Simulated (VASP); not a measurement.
# ZnMo3 in VASP: further runs

Runs on ZnMo3. Level: PBE. Tasks: single point.

All numbers are computed with VASP 6.6.1; they aren't measurements. Logs are shortened: lines on timing, memory, paths and dates and some standing lists are left out, and cuts for length are marked.

## 1. The cell of the first run

Symmetry: Pm-3m, No. 221, cubic system. The conventional cell has a = 3.969 Å, b = 3.969 Å, c = 3.969 Å, α = 90.00°, β = 90.00°, γ = 90.00°. Within 3.7 Å of Mo (site symmetry 4/mmm) lie 8 Mo at 2.81 Å and 4 Zn at 2.81 Å. Zn (site symmetry m-3m) has 12 Mo at 2.81 Å within 3.7 Å.

## 2. Single point, PBE

INCAR reads:

```
SYSTEM = ZnMo3
PREC     = Accurate       ! precision mode
ENCUT    = 520            ! plane-wave cutoff, eV
EDIFF    = 1E-6           ! SCF threshold, eV
ISMEAR   = -1             ! smearing method
SIGMA    = 0.05           ! smearing width, eV
LREAL    = .False.        ! projectors in reciprocal space
LASPH    = .True.         ! aspherical terms in the spheres
NELM     = 60             ! most SCF steps
ALGO     = Normal         ! electronic algorithm
ISIF     = 2              ! what is computed and relaxed
LWAVE    = .False.        ! write WAVECAR
LCHARG   = .True.         ! write CHGCAR
GGA      = PE             ! functional
LELF     = .True.         ! ELF
LVHAR    = .True.       
NBANDS   = 35             ! bands
```

KPOINTS reads:

```
regular mesh
0
Gamma
  7 7 7
  0 0 0
```

POSCAR reads:

```
ZnMo3
1.0
    3.9692683637      0.0000000000      0.0000000000
    0.0000000000      3.9692683637      0.0000000000
    0.0000000000      0.0000000000      3.9692683637
Mo Zn
3 1
Direct
    0.5000000000      0.5000000000      0.0000000000
    0.5000000000      0.0000000000      0.5000000000
    0.0000000000      0.5000000000      0.5000000000
    0.0000000000      0.0000000000      0.0000000000
```

Potentials or basis: VASP PAW PBE potentials, release 64 (Mo_sv, Zn).

Command:

```sh
> cat potpaw_PBE.64/Mo_sv/POTCAR potpaw_PBE.64/Zn/POTCAR > POTCAR
> mpirun -np 1 vasp_std > vasp.out
```

OUTCAR:

```text
SYSTEM = ZnMo3
   PREC = Accurate
   ENCUT = 520
   EDIFF = 1E-6
   ISMEAR = -1
   LREAL = .False.
   LASPH = .True.
   NELM = 60
   ISIF = 2
   GGA = PE

 ion  position               nearest neighbor table
   1  0.500  0.500  0.000-   2 2.81   3 2.81   4 2.81   2 2.81   3 2.81   2 2.81   4 2.81   2 2.81
                             3 2.81   4 2.81   3 2.81   4 2.81
   2  0.500  0.000  0.500-   1 2.81   3 2.81   4 2.81   1 2.81   4 2.81   1 2.81   3 2.81   1 2.81
                             3 2.81   4 2.81   4 2.81   3 2.81
   3  0.000  0.500  0.500-   1 2.81   2 2.81   4 2.81   1 2.81   4 2.81   2 2.81   4 2.81   4 2.81
                             1 2.81   2 2.81   1 2.81   2 2.81
   4  0.000  0.000  0.000-   1 2.81   2 2.81   3 2.81   2 2.81   3 2.81   1 2.81   3 2.81   3 2.81
                             1 2.81   2 2.81   2 2.81   1 2.81

  LATTYP: Found a simple cubic cell.
 ALAT       =     3.9692683637

  Lattice vectors:

 A1 = (   3.9692683637,   0.0000000000,   0.0000000000)
 A2 = (   0.0000000000,   3.9692683637,   0.0000000000)
 A3 = (   0.0000000000,   0.0000000000,   3.9692683637)

Analysis of symmetry for initial positions (statically):
=====================================================================
 Subroutine PRICEL returns:
 Original cell was already a primitive cell.

 Routine SETGRP: Setting up the symmetry group for a
 simple cubic supercell.

 Subroutine GETGRP returns: Found 48 space group operations
 (whereof 48 operations were pure point group operations)
 out of a pool of 48 trial point group operations.

The static configuration has the point symmetry O_h .

Analysis of symmetry for dynamics (positions and initial velocities):
=====================================================================
 Subroutine PRICEL returns:
 Original cell was already a primitive cell.

 Routine SETGRP: Setting up the symmetry group for a
 simple cubic supercell.

 Subroutine GETGRP returns: Found 48 space group operations
 (whereof 48 operations were pure point group operations)
 out of a pool of 48 trial point group operations.

The dynamic configuration has the point symmetry O_h .

 Subroutine INISYM returns: Found 48 space group operations
 (whereof 48 operations are pure point group operations),
 and found     1 'primitive' translations

----------------------------------------------------------------------------------------
[... 85 lines left out ...]
   ICHARG =      2    charge: 1-file 2-atom 10-const
   ISPIN  =      1    spin polarized calculation?
   LNONCOLLINEAR =      F non collinear calculations
   LSORBIT =      F    spin-orbit coupling
   LASPH  =      T    aspherical Exc in radial PAW
   ENCUT  =  520.0 eV  38.22 Ry    6.18 a.u.   7.38  7.38  7.38*2*pi/ulx,y,z
   NELM   =     60;   NELMIN=  2; NELMDL= -5     # of ELM steps
   EDIFF  = 0.1E-05   stopping-criterion for ELM
   LREAL  =      F    real-space projection
   EDIFFG = 0.1E-04   stopping-criterion for IOM
   NSW    =      0    number of steps for IOM
   IBRION =     -1    ionic relax: 0-MD 1-quasi-New 2-CG
   NFREE  =      0    steps in history (QN), initial steepest desc. (CG)
   ISIF   =      2    stress and relaxation
   ISYM   =      2    0-nonsym 1-usesym 2-fastsym
   POTIM  = 0.5000    time-step for ionic-motion
   TEBEG  =    0.0;   TEEND  =   0.0 temperature during run
   PSTRESS=    0.0 pullay stress
   NELECT =      54.0000    total number of electrons
   NUPDOWN=      -1.0000    fix difference up-down
   EMIN   =  10.00;   EMAX   =-10.00  energy-range for DOS
   EFERMI =   0.00;   METHOD = LEGACY
   ISMEAR =    -1;   SIGMA  =   0.05  broadening in eV -4-tet -1-fermi 0-gaus
   EFERMI_NEDOS =   21; number of points for ismear=-14 and -15
   IALGO  =     38    algorithm
   IMIX   =      4    mixing-type and parameters
     AMIX     =   0.40;   BMIX     =  1.00
     AMIX_MAG =   1.60;   BMIX_MAG =  1.00
  volume/ion in A,a.u.               =      15.63       105.50
  Fermi-wavevector in a.u.,A,eV,Ry     =   1.558938  2.945966 33.066088  2.430289
  Thomas-Fermi vector in A             =   2.662370
   LORBIT       =      0    0 simple, 1 ext, 2 COOP (PROOUT), +10 PAW based schemes
   GGA     = PE    functional components
[... 5 lines left out ...]
 non-spin polarized calculation
  energy-cutoff  :      520.00
  volume of cell :       62.54
 maximum number of plane-waves:      1743
 NGX is ok and might be reduce to    30
   NGX = 15   NGY = 15   NGZ = 15

 number of electron      54.0000045 magnetization

 Free energy of the ion-electron system (eV)
  ---------------------------------------------------
  ext. energy  EPLUGINS =         0.00000000
  ---------------------------------------------------
  free energy    TOTEN  =       -33.17142565 eV

  energy without entropy =      -33.14108975  energy(sigma->0) =      -33.15625770

 E-fermi :   9.9454     XC(G=0): -12.9241

 val. band max:        9.8785302824   @ k =   0.4286   0.2857   0.0000
 cond. band min:       9.9532586278   @ k =   0.4286   0.2857   0.0000
 fundamental gap:      0.0747283454
 Fermi energy:         9.9453861809

 k-point     1 :       0.0000    0.0000    0.0000
  band No.  band energies     occupation
      1     -51.0974      2.00000
      2     -50.8533      2.00000
      3     -50.8533      2.00000
      4     -25.5198      2.00000
      5     -25.5198      2.00000
      6     -25.5198      2.00000
[... 749 lines left out ...]
     34      13.7729      0.00000
     35      13.7733      0.00000

------------------------ aborting loop because EDIFF is reached ----------------------------------------

  FORCE on cell =-STRESS in cart. coord.  units (eV):
  Direction    XX          YY          ZZ          XY          YZ          ZX
  --------------------------------------------------------------------------------------
  -------------------------------------------------------------------------------------
  Total       -1.8608326     -1.8608326     -1.8608326     -0.0000000     -0.0000000      0.0000000
  in kB      -47.6745391    -47.6745391    -47.6745391     -0.0000000     -0.0000000      0.0000000
  external PRESSURE =     -47.6745391 kB  Pullay stress =       0.0000000 kB

 VOLUME and BASIS-vectors are now :
 -----------------------------------------------------------------------------
  energy-cutoff  :      520.00
  volume of cell :       62.54
      direct lattice vectors                 reciprocal lattice vectors
     3.969268364  0.000000000  0.000000000     0.251935598  0.000000000  0.000000000
     0.000000000  3.969268364  0.000000000     0.000000000  0.251935598  0.000000000
     0.000000000  0.000000000  3.969268364     0.000000000  0.000000000  0.251935598

 POSITION                                       TOTAL-FORCE (eV/Angst)
 -----------------------------------------------------------------------------------
      1.98463      1.98463      0.00000         0.000000      0.000000      0.000000
      1.98463      0.00000      1.98463         0.000000      0.000000      0.000000
      0.00000      1.98463      1.98463         0.000000      0.000000      0.000000
      0.00000      0.00000      0.00000         0.000000      0.000000      0.000000
 -----------------------------------------------------------------------------------
    total drift:                                0.000000      0.000000     -0.000000

  FREE ENERGIE OF THE ION-ELECTRON SYSTEM (eV)
  ---------------------------------------------------
  free  energy   TOTEN  =       -33.1714256463 eV

  energy  without entropy=      -33.1410897460  energy(sigma->0) =      -33.15625770
```

OSZICAR:

```text
N       E                     dE             d eps       ncg     rms          rms(c)
DAV:   1     0.673597056128E+03    0.67360E+03   -0.31638E+04  1424   0.192E+03
DAV:   2     0.425755653640E+01   -0.66934E+03   -0.65466E+03  1474   0.540E+02
DAV:   3    -0.341312938520E+02   -0.38389E+02   -0.36682E+02  1626   0.132E+02
DAV:   4    -0.352206751404E+02   -0.10894E+01   -0.10720E+01  1617   0.190E+01
DAV:   5    -0.352333706350E+02   -0.12695E-01   -0.12685E-01  1600   0.229E+00    0.217E+01
DAV:   6    -0.333701460398E+02    0.18632E+01   -0.54318E+00  1711   0.257E+01    0.679E+00
DAV:   7    -0.332030615578E+02    0.16708E+00   -0.10740E+00  1816   0.858E+00    0.171E+00
DAV:   8    -0.331779602127E+02    0.25101E-01   -0.10390E-01  1633   0.408E+00    0.124E+00
DAV:   9    -0.331718447753E+02    0.61154E-02   -0.24648E-02  1563   0.115E+00    0.137E-01
DAV:  10    -0.331715897939E+02    0.25498E-03   -0.61530E-03  1736   0.585E-01    0.181E-01
DAV:  11    -0.331714303338E+02    0.15946E-03   -0.13497E-03  1800   0.330E-01    0.290E-02
DAV:  12    -0.331714293082E+02    0.10256E-05   -0.33186E-05  1512   0.407E-02    0.183E-02
DAV:  13    -0.331714258348E+02    0.34734E-05   -0.13671E-05  1786   0.292E-02    0.177E-03
DAV:  14    -0.331714256463E+02    0.18848E-06   -0.50704E-07   840   0.445E-03
   1 F= -.33171426E+02 E0= -.33156258E+02  d E =-.303359E-01
```

Run time: 27 s. Hardware: 1 thread of Intel Xeon Platinum 8559C (Emerald Rapids), shared host; peak memory 0.18 GiB.

Results:

| Quantity | Value |
| --- | --- |
| Free energy | -33.1714 eV |
| Pressure | -4.8 GPa |
| Band gap on the k mesh | zero (band 27 reaches 10.85 eV, above the bottom of band 28 at 9.41 eV) |

Levels at points of the mesh, in eV from the Fermi level:
```csv
k point,band 23,band 24,band 25,band 26,band 27,band 28,band 29,band 30,band 31,band 32
"(0.00, 0.00, 0.00)",-2.99,-2.99,0.91,0.91,0.91,2.04,2.04,2.04,2.57,2.57
```

## 3. Single point, PBE

This run uses another cell than the first one, of 15.94 Å³/atom, 1.020 times its volume.

INCAR reads:

```
SYSTEM = ZnMo3
ALGO = Normal ; EDIFF = 1E-6
ENCUT = 520 ; GGA = PE
ISIF = 2 ; ISMEAR = -1
LASPH = .TRUE. ; LCHARG = .FALSE.
LREAL = .FALSE. ; LWAVE = .FALSE.
NBANDS = 35 ; NELM = 100
PREC = Accurate ; SIGMA = 0.05
```

KPOINTS reads:

```
k-points
0
G
  7 7 7
  0 0 0
```

POSCAR reads:

```
ZnMo3
1.0
    3.9950435558      0.0000000000      0.0000000000
    0.0000000000      3.9950435558      0.0000000000
    0.0000000000      0.0000000000      3.9950435558
Mo Zn
3 1
Direct
    0.5000000000      0.5000000000      0.0000000000
    0.5000000000      0.0000000000      0.5000000000
    0.0000000000      0.5000000000      0.5000000000
    0.0000000000      0.0000000000      0.0000000000
```

Potentials or basis: VASP PAW PBE potentials, release 64 (Mo_sv, Zn).

Command:

```sh
> cat potpaw_PBE.64/Mo_sv/POTCAR potpaw_PBE.64/Zn/POTCAR > POTCAR
> mpirun -np 1 vasp_std > vasp.out
```

Run time: 26 s. Hardware: 1 thread of Intel Xeon Platinum 8559C (Emerald Rapids), shared host; peak memory 0.18 GiB.

It converged, with:

| Quantity | Value |
| --- | --- |
| Free energy | -33.1214 eV |
| Pressure | -8.4 GPa |
| Band gap on the k mesh | zero (band 27 reaches 10.56 eV, above the bottom of band 28 at 9.14 eV) |

Levels at points of the mesh, in eV from the Fermi level:
```tsv
k point	band 25	band 26	band 27	band 28	band 29	band 30
(0.00, 0.00, 0.00)	0.88	0.88	0.88	2.00	2.00	2.00
```

## 4. Single point, PBE

This run uses another cell than the first one, of 16.25 Å³/atom, 1.039 times its volume.

INCAR reads:

```
  PREC = Accurate
  ENCUT = 520
  EDIFF = 1E-6
  ISMEAR = -1
  SIGMA = 0.05
  LREAL = False
  LASPH = True
  NELM = 100
  ALGO = Normal
  ISIF = 2
  LWAVE = False
  LCHARG = True
  GGA = PE
  LELF = True
  LVHAR = True
  NBANDS = 35
```

KPOINTS reads:

```
Automatic mesh
0
Gamma
  7 7 7
```

POSCAR reads:

```
ZnMo3
1.0
    4.0204903792      0.0000000000      0.0000000000
    0.0000000000      4.0204903792      0.0000000000
    0.0000000000      0.0000000000      4.0204903792
Mo Zn
3 1
Direct
    0.5000000000      0.5000000000      0.0000000000
    0.5000000000      0.0000000000      0.5000000000
    0.0000000000      0.5000000000      0.5000000000
    0.0000000000      0.0000000000      0.0000000000
```

Potentials or basis: VASP PAW PBE potentials, release 64 (Mo_sv, Zn).

Command:

```sh
> cat potpaw_PBE.64/Mo_sv/POTCAR potpaw_PBE.64/Zn/POTCAR > POTCAR
> mpirun -np 1 vasp_std > vasp.out
```

OUTCAR:

```text
PREC = Accurate
   ENCUT = 520
   EDIFF = 1E-6
   ISMEAR = -1
   LREAL = False
   LASPH = True
   NELM = 100
   ISIF = 2
   GGA = PE

 ion  position               nearest neighbor table
   1  0.500  0.500  0.000-   2 2.84   3 2.84   4 2.84   2 2.84   3 2.84   2 2.84   4 2.84   2 2.84
                             3 2.84   4 2.84   3 2.84   4 2.84
   2  0.500  0.000  0.500-   1 2.84   3 2.84   4 2.84   1 2.84   4 2.84   1 2.84   3 2.84   1 2.84
                             3 2.84   4 2.84   4 2.84   3 2.84
   3  0.000  0.500  0.500-   1 2.84   2 2.84   4 2.84   1 2.84   4 2.84   2 2.84   4 2.84   4 2.84
                             1 2.84   2 2.84   1 2.84   2 2.84
   4  0.000  0.000  0.000-   1 2.84   2 2.84   3 2.84   2 2.84   3 2.84   1 2.84   3 2.84   3 2.84
                             1 2.84   2 2.84   2 2.84   1 2.84

  LATTYP: Found a simple cubic cell.
 ALAT       =     4.0204903792

  Lattice vectors:

 A1 = (   4.0204903792,   0.0000000000,   0.0000000000)
 A2 = (   0.0000000000,   4.0204903792,   0.0000000000)
 A3 = (   0.0000000000,   0.0000000000,   4.0204903792)

Analysis of symmetry for initial positions (statically):
[... 173 lines left out ...]

 val. band max:        9.3539136781   @ k =   0.4286   0.2857   0.0000
 cond. band min:       9.4467173604   @ k =   0.4286   0.2857   0.0000
 fundamental gap:      0.0928036823
 Fermi energy:         9.4287350291

 k-point     1 :       0.0000    0.0000    0.0000
  band No.  band energies     occupation
      1     -51.6298      2.00000
      2     -51.4213      2.00000
      3     -51.4213      2.00000
      4     -26.0017      2.00000
      5     -26.0017      2.00000
      6     -26.0017      2.00000
[... 749 lines left out ...]
     34      13.0466      0.00000
     35      13.0578      0.00000

------------------------ aborting loop because EDIFF is reached ----------------------------------------

  FORCE on cell =-STRESS in cart. coord.  units (eV):
  Direction    XX          YY          ZZ          XY          YZ          ZX
  --------------------------------------------------------------------------------------
  -------------------------------------------------------------------------------------
  Total       -4.7006181     -4.7006181     -4.7006181      0.0000000      0.0000000     -0.0000000
  in kB     -115.8853324   -115.8853324   -115.8853324      0.0000000      0.0000000     -0.0000000
  external PRESSURE =    -115.8853324 kB  Pullay stress =       0.0000000 kB

 VOLUME and BASIS-vectors are now :
 -----------------------------------------------------------------------------
  energy-cutoff  :      520.00
  volume of cell :       64.99
      direct lattice vectors                 reciprocal lattice vectors
     4.020490379  0.000000000  0.000000000     0.248725878  0.000000000  0.000000000
     0.000000000  4.020490379  0.000000000     0.000000000  0.248725878  0.000000000
     0.000000000  0.000000000  4.020490379     0.000000000  0.000000000  0.248725878

 POSITION                                       TOTAL-FORCE (eV/Angst)
 -----------------------------------------------------------------------------------
      2.01025      2.01025      0.00000         0.000000      0.000000      0.000000
      2.01025      0.00000      2.01025         0.000000      0.000000      0.000000
      0.00000      2.01025      2.01025         0.000000      0.000000      0.000000
      0.00000      0.00000      0.00000         0.000000      0.000000      0.000000
 -----------------------------------------------------------------------------------
    total drift:                                0.000000      0.000000     -0.000000

  FREE ENERGIE OF THE ION-ELECTRON SYSTEM (eV)
  ---------------------------------------------------
  free  energy   TOTEN  =       -33.0452051902 eV

  energy  without entropy=      -33.0148360445  energy(sigma->0) =      -33.03002062
```

stdout:

```text
POSCAR found type information on POSCAR MoZn
 POSCAR found :  2 types and       4 ions
 scaLAPACK will be used
 LDA part: xc-table for (Slater+PW92), standard interpolation
 POSCAR, INCAR and KPOINTS ok, starting setup
 FFT: planning ... GRIDC
 FFT: planning ... GRID_SOFT
 FFT: planning ... GRID
 WAVECAR not read
 entering main loop
```

Wall time 33 s (1 thread of Intel Xeon Platinum 8559C (Emerald Rapids), shared host); peak memory 0.18 GiB.

Results:

| Property | Result |
| --- | --- |
| Free energy | -33.0452 eV |
| Pressure | -11.6 GPa |
| Band gap on the k mesh | zero (band 27 reaches 10.29 eV, above the bottom of band 28 at 8.88 eV) |

Levels at points of the mesh, in eV from the Fermi level:
```tsv
k point	band 24	band 25	band 26	band 27	band 28	band 29	band 30	band 31
(0.00, 0.00, 0.00)	-2.87	0.86	0.86	0.86	1.97	1.97	1.97	2.43
```

(Continued in part 2 of 2.)
